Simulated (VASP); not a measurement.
# InSe in VASP: single point with HSE06

Aim: the single point of InSe with HSE06.

Program: VASP 6.6.1. These are calculated values, not measurements. Logs are shortened: lines on timing, memory, paths and dates and some standing lists are left out, and cuts for length are marked.

### Step 1. The cell of the first run

The cell holds a slab with vacuum, 4 atoms: a = 4.027 Å, b = 4.027 Å, c = 36.719 Å, α = 90.00°, β = 90.00°, γ = 120.00°.

### Step 2. Single point, HSE06

Contents of POSCAR:

```
InSe
1.0
    4.0267050886      0.0000000000      0.0000000000
   -2.0133525443      3.4872289003      0.0000000000
    0.0000000000      0.0000000000     36.7193937229
Se In
2 2
Direct
    0.0000000000      0.0000000000      0.4266543160
    0.0000000000      0.0000000000      0.5733186981
    0.6666666667      0.3333333333      0.4619335473
    0.6666666667      0.3333333333      0.5380395288
```

Contents of INCAR.step1:

```
  PREC = Accurate
  ENCUT = 520
  EDIFF = 1E-5
  ISMEAR = 0
  SIGMA = 0.01
  LREAL = F
  LASPH = T
  NELM = 100
  ALGO = Normal
  ISIF = 2
  LWAVE = T
  LCHARG = F
  LDIPOL = T
  IDIPOL = 3
  DIPOL = 0.5 0.5 0.500
  NBANDS = 27
  GGA = PE
  LUSENCCL = F
```

Contents of INCAR.step2:

```
  PREC = Accurate
  ENCUT = 520
  EDIFF = 1E-6
  ISMEAR = 0
  SIGMA = 0.01
  LREAL = F
  LASPH = T
  NELM = 100
  ALGO = Normal
  ISIF = 2
  LWAVE = F
  LCHARG = F
  LDIPOL = T
  IDIPOL = 3
  DIPOL = 0.5 0.5 0.500
  GGA = PE
  LHFCALC = T
  HFSCREEN = 0.2079
  PRECFOCK = Normal
  NBANDS = 27
  ISTART = 1
  LUSENCCL = F
```

Contents of KPOINTS:

```
regular mesh
0
Gamma
  6 6 1
```

Potentials or basis: VASP PAW PBE potentials, release 64 (Se, In_d).

On the command line:

```console
$ cat potpaw_PBE.64/Se/POTCAR potpaw_PBE.64/In_d/POTCAR > POTCAR
$ cp INCAR.step1 INCAR
$ mpirun -np 1 vasp_std > vasp.out
$ cp INCAR.step2 INCAR
$ mpirun -np 1 vasp_std > vasp.out
```

OUTCAR:

```text
PREC = Accurate
   ENCUT = 520
   EDIFF = 1E-6
   ISMEAR = 0
   LREAL = F
   LASPH = T
   NELM = 100
   ISIF = 2
   GGA = PE
   LHFCALC = T
   HFSCREEN = 0.2079
   PRECFOCK = Normal
   ISTART = 1

 ion  position               nearest neighbor table
   1  0.000  0.000  0.427-   3 2.66   3 2.66   3 2.66
   2  0.000  0.000  0.573-   4 2.66   4 2.66   4 2.66
   3  0.667  0.333  0.462-   1 2.66   1 2.66   1 2.66   4 2.79
   4  0.667  0.333  0.538-   2 2.66   2 2.66   2 2.66   3 2.79

  LATTYP: Found a hexagonal cell.
 ALAT       =     4.0267050886
 C/A-ratio  =     9.1189677205

  Lattice vectors:

 A1 = (   4.0267050886,   0.0000000000,   0.0000000000)
 A2 = (  -2.0133525443,   3.4872289003,   0.0000000000)
 A3 = (   0.0000000000,   0.0000000000,  36.7193937229)

Analysis of symmetry for initial positions (statically):
=====================================================================
 Subroutine PRICEL returns:
 Original cell was already a primitive cell.

 Routine SETGRP: Setting up the symmetry group for a
 hexagonal supercell.

 Subroutine GETGRP returns: Found 12 space group operations
 (whereof  6 operations were pure point group operations)
 out of a pool of 24 trial point group operations.

The static configuration has the point symmetry C_3v.
 The point group associated with its full space group is D_3h.

Analysis of symmetry for dynamics (positions and initial velocities):
=====================================================================
 Subroutine PRICEL returns:
 Original cell was already a primitive cell.

 Routine SETGRP: Setting up the symmetry group for a
 hexagonal supercell.

 Subroutine GETGRP returns: Found 12 space group operations
 (whereof  6 operations were pure point group operations)
 out of a pool of 24 trial point group operations.

The dynamic configuration has the point symmetry C_3v.
 The point group associated with its full space group is D_3h.

 Subroutine INISYM returns: Found 12 space group operations
 (whereof  6 operations are pure point group operations),
 and found     1 'primitive' translations

----------------------------------------------------------------------------------------

                                     Primitive cell

  volume of cell :     515.6153

  direct lattice vectors                    reciprocal lattice vectors
     4.026705089  0.000000000  0.000000000     0.248342001  0.143380321 -0.000000000
    -2.013352544  3.487228900  0.000000000     0.000000000  0.286760643  0.000000000
     0.000000000  0.000000000 36.719393723     0.000000000 -0.000000000  0.027233565

  length of vectors
     4.026705089  4.026705089 36.719393723     0.286760643  0.286760643  0.027233565

  position of ions in fractional coordinates (direct lattice)
     0.000000000  0.000000000  0.426654316
     0.000000000  0.000000000  0.573318698
     0.666666667  0.333333333  0.461933547
     0.666666667  0.333333333  0.538039529

  ion indices of the primitive-cell ions
   primitive index   ion index
                 1           1
                 2           2
                 3           3
                 4           4

----------------------------------------------------------------------------------------

 KPOINTS: regular mesh

Automatic generation of k-mesh.
 Grid dimensions read from file:
 generate k-points for:    6    6    1

 Generating k-lattice:

  Cartesian coordinates                     Fractional coordinates (reciprocal lattice)
     0.041390334  0.023896720 -0.000000000     0.166666667  0.000000000  0.000000000
     0.000000000  0.047793440  0.000000000     0.000000000  0.166666667  0.000000000
     0.000000000 -0.000000000  0.027233565     0.000000000  0.000000000  1.000000000

  Length of vectors
     0.047793440  0.047793440  0.027233565

  Shift w.r.t. Gamma in fractional coordinates (k-lattice)
     0.000000000  0.000000000  0.000000000

 Subroutine IBZKPT returns following result:
 ===========================================

 Found      7 irreducible k-points:

 Following reciprocal coordinates:
            Coordinates               Weight
  0.000000  0.000000  0.000000      1.000000
  0.166667  0.000000  0.000000      6.000000
  0.333333  0.000000  0.000000      6.000000
  0.500000  0.000000  0.000000      3.000000
  0.166667  0.166667  0.000000      6.000000
  0.333333  0.166667  0.000000     12.000000
  0.333333  0.333333  0.000000      2.000000
   k-points           NKPTS =      7   k-points in BZ     NKDIM =     36   number of bands    NBANDS=     27
   number of dos      NEDOS =    301   number of ions     NIONS =      4
   total plane-waves  NPLWV = 252000
   dimension x,y,z NGX =    30 NGY =   30 NGZ =  280
   dimension x,y,z NGXF=    60 NGYF=   60 NGZF=  560
   ions per type =               2   2
   NGX,Y,Z   is equivalent  to a cutoff of  12.39, 12.39, 12.68 a.u.
   NGXF,Y,Z  is equivalent  to a cutoff of  24.77, 24.77, 25.35 a.u.
 SYSTEM =  unknown system
   PREC   = accura    normal or accurate (medium, high low for compatibility)
   ISTART =      1    job   : 0-new  1-cont  2-samecut
   ICHARG =      0    charge: 1-file 2-atom 10-const
   ISPIN  =      1    spin polarized calculation?
   LNONCOLLINEAR =      F non collinear calculations
   LSORBIT =      F    spin-orbit coupling
   LASPH  =      T    aspherical Exc in radial PAW
   ENCUT  =  520.0 eV  38.22 Ry    6.18 a.u.   7.49  7.49 68.27*2*pi/ulx,y,z
   NELM   =    100;   NELMIN=  2; NELMDL=  0     # of ELM steps
   EDIFF  = 0.1E-05   stopping-criterion for ELM
   LREAL  =      F    real-space projection
   EDIFFG = 0.1E-04   stopping-criterion for IOM
   NSW    =      0    number of steps for IOM
   IBRION =     -1    ionic relax: 0-MD 1-quasi-New 2-CG
   NFREE  =      0    steps in history (QN), initial steepest desc. (CG)
   ISIF   =      2    stress and relaxation
   ISYM   =      3    0-nonsym 1-usesym 2-fastsym
   POTIM  = 0.5000    time-step for ionic-motion
   TEBEG  =    0.0;   TEEND  =   0.0 temperature during run
   PSTRESS=    0.0 pullay stress
   NELECT =      38.0000    total number of electrons
   NUPDOWN=      -1.0000    fix difference up-down
   EMIN   =  10.00;   EMAX   =-10.00  energy-range for DOS
   EFERMI =   0.00;   METHOD = LEGACY
   ISMEAR =     0;   SIGMA  =   0.01  broadening in eV -4-tet -1-fermi 0-gaus
   EFERMI_NEDOS =   21; number of points for ismear=-14 and -15
   IALGO  =     38    algorithm
   IMIX   =      1    mixing-type and parameters
     AMIX     =   0.40;   BMIX     =  1.00
     AMIX_MAG =   1.60;   BMIX_MAG =  1.00
  volume/ion in A,a.u.               =     128.90       869.89
  Fermi-wavevector in a.u.,A,eV,Ry     =   0.686374  1.297059  6.409829  0.471109
  Thomas-Fermi vector in A             =   1.766584
   LORBIT       =      0    0 simple, 1 ext, 2 COOP (PROOUT), +10 PAW based schemes
   GGA     = PE    functional components
   LHFCALC =     T    Hartree Fock is set to
   PRECFOCK=normal    Normal, Fast or Accurate (Low or Medium for compatibility)
   ENCUT4O =  -1.0   cutoff for four orbital integrals eV
   NKREDX  =     1    reduce k-point grid by
   NKREDY  =     1    reduce k-point grid by
   NKREDZ  =     1    reduce k-point grid by
   AEXX    =    0.2500 exact exchange contribution
   HFSCREEN=    0.2079 screening length (either q_TF or 0.3 A-1)
   HFSCREENC=   0.2079 screening length for correlation (either q_TF or 0.3 A-1)
   ENCUTFOCK=  -1.0 apply spherical cutoff to Coloumb kernel
   IVDW    =     0    specifies the selected vdW correction
   LEPSILON=     F    determine dielectric tensor
   LRPA    =     F    only Hartree local field effects (RPA)
 non-spin polarized calculation
 Gauss-broadening in eV      SIGMA  =   0.01
  energy-cutoff  :      520.00
  volume of cell :      515.62
 maximum number of plane-waves:     13943
 NGX is ok and might be reduce to    30
  NGX = 24; NGY = 24; NGZ =210

 number of electron      38.0000001 magnetization

 dipolmoment           0.000000      0.000000      0.000111 electrons x Angstroem

 Free energy of the ion-electron system (eV)
  ---------------------------------------------------
  ext. energy  EPLUGINS =         0.00000000
  ---------------------------------------------------
  free energy    TOTEN  =       -17.20644477 eV

  energy without entropy =      -17.20644477  energy(sigma->0) =      -17.20644477

 E-fermi :  -4.3143     XC(G=0):  -1.9133

 val. band max:       -4.4007151165   @ k =   0.1667   0.0000   0.0000
 cond. band min:      -1.9982387409   @ k =   0.0000   0.0000   0.0000
 fundamental gap:      2.4024763756
 Fermi energy:        -4.3143369239

 k-point     1 :       0.0000    0.0000    0.0000
  band No.  band energies     occupation
      1     -20.1108      2.00000
      2     -19.9326      2.00000
      3     -19.9326      2.00000
      4     -19.8510      2.00000
      5     -19.8510      2.00000
      6     -19.8377      2.00000
[... 19 lines left out ...]
     26       2.2139      0.00000
     27       2.4342      0.00000

 k-point     2 :       0.1667    0.0000    0.0000
  band No.  band energies     occupation
      1     -20.1098      2.00000
      2     -19.9996      2.00000
      3     -19.9285      2.00000
      4     -19.9220      2.00000
      5     -19.8440      2.00000
      6     -19.8328      2.00000
[... 19 lines left out ...]
     26       2.3480      0.00000
     27       2.5514      0.00000

 k-point     3 :       0.3333    0.0000    0.0000
  band No.  band energies     occupation
      1     -20.1578      2.00000
      2     -20.0555      2.00000
      3     -20.0392      2.00000
      4     -19.9266      2.00000
      5     -19.8569      2.00000
      6     -19.7964      2.00000
[... 19 lines left out ...]
     26       3.0126      0.00000
     27       3.5594      0.00000

 k-point     4 :       0.5000    0.0000    0.0000
  band No.  band energies     occupation
      1     -20.2012      2.00000
      2     -20.0886      2.00000
      3     -20.0554      2.00000
      4     -19.9277      2.00000
      5     -19.8632      2.00000
      6     -19.7782      2.00000
[... 19 lines left out ...]
     26       4.2150      0.00000
     27       4.2941      0.00000

 k-point     5 :       0.1667    0.1667    0.0000
  band No.  band energies     occupation
      1     -20.1336      2.00000
      2     -20.0519      2.00000
      3     -20.0087      2.00000
      4     -19.9309      2.00000
      5     -19.8484      2.00000
      6     -19.8106      2.00000
[... 19 lines left out ...]
     26       2.9620      0.00000
     27       3.1793      0.00000

 k-point     6 :       0.3333    0.1667    0.0000
  band No.  band energies     occupation
      1     -20.1888      2.00000
      2     -20.0802      2.00000
      3     -20.0564      2.00000
      4     -19.9384      2.00000
      5     -19.8509      2.00000
      6     -19.7906      2.00000
[... 19 lines left out ...]
     26       3.8873      0.00000
     27       3.9852      0.00000

 k-point     7 :       0.3333    0.3333    0.0000
  band No.  band energies     occupation
      1     -20.1977      2.00000
      2     -20.0949      2.00000
      3     -20.0554      2.00000
      4     -19.9499      2.00000
      5     -19.8363      2.00000
      6     -19.8029      2.00000
[... 19 lines left out ...]
     26       4.2046      0.00000
     27       4.4710      0.00000

------------------------ aborting loop because EDIFF is reached ----------------------------------------

 vacuum level on the upper side and lower side of the slab       (xc-potential included)         0.004         0.002

  FORCE on cell =-STRESS in cart. coord.  units (eV):
  Direction    XX          YY          ZZ          XY          YZ          ZX
  --------------------------------------------------------------------------------------
  -------------------------------------------------------------------------------------
  Total       -0.3812752     -0.3812752     -0.6739921      0.0000000      0.0000000     -0.0000000
  in kB       -1.1847408     -1.1847408     -2.0943034      0.0000000      0.0000000     -0.0000000
  external PRESSURE =      -1.4879283 kB  Pullay stress =       0.0000000 kB

 VOLUME and BASIS-vectors are now :
 -----------------------------------------------------------------------------
  energy-cutoff  :      520.00
  volume of cell :      515.62
      direct lattice vectors                 reciprocal lattice vectors
     4.026705089  0.000000000  0.000000000     0.248342001  0.143380321 -0.000000000
    -2.013352544  3.487228900  0.000000000     0.000000000  0.286760643  0.000000000
     0.000000000  0.000000000 36.719393723     0.000000000 -0.000000000  0.027233565

 POSITION                                       TOTAL-FORCE (eV/Angst)
 -----------------------------------------------------------------------------------
      0.00000      0.00000     15.66649         0.000000     -0.000000      0.250295
      0.00000      0.00000     21.05192         0.000000     -0.000000     -0.250295
      2.01335      1.16241     16.96192        -0.000000      0.000000     -0.258021
      2.01335      1.16241     19.75649        -0.000000      0.000000      0.258021
 -----------------------------------------------------------------------------------
    total drift:                               -0.000000      0.000000      0.000479

  FREE ENERGIE OF THE ION-ELECTRON SYSTEM (eV)
  ---------------------------------------------------
  free  energy   TOTEN  =       -17.2064447671 eV

  energy  without entropy=      -17.2064447671  energy(sigma->0) =      -17.20644477

 vacuum level on the upper side and lower side of the slab         2.116         2.114
```

It took 3.9 min on 1 × NVIDIA H100 80GB with 1 thread of AMD EPYC 7R13 (Zen 3), shared host; peak memory 1.5 GiB.

Results:

```
Free energy            : -17.2064 eV
Largest force          : 0.258 eV/Å
Band gap on the k mesh : 2.40 eV (least direct gap 2.46 eV)
```

Forces in eV/Å, atoms in the order of the input:
```
Se   0.000  0.000  0.250
Se   0.000  0.000 -0.250
In   0.000  0.000 -0.258
In   0.000  0.000  0.258
```

Caveat: the PAW data sets were made with another functional, which shifts forces and pressure a little; spin-orbit coupling is left out, which moves the levels of the heavy elements.
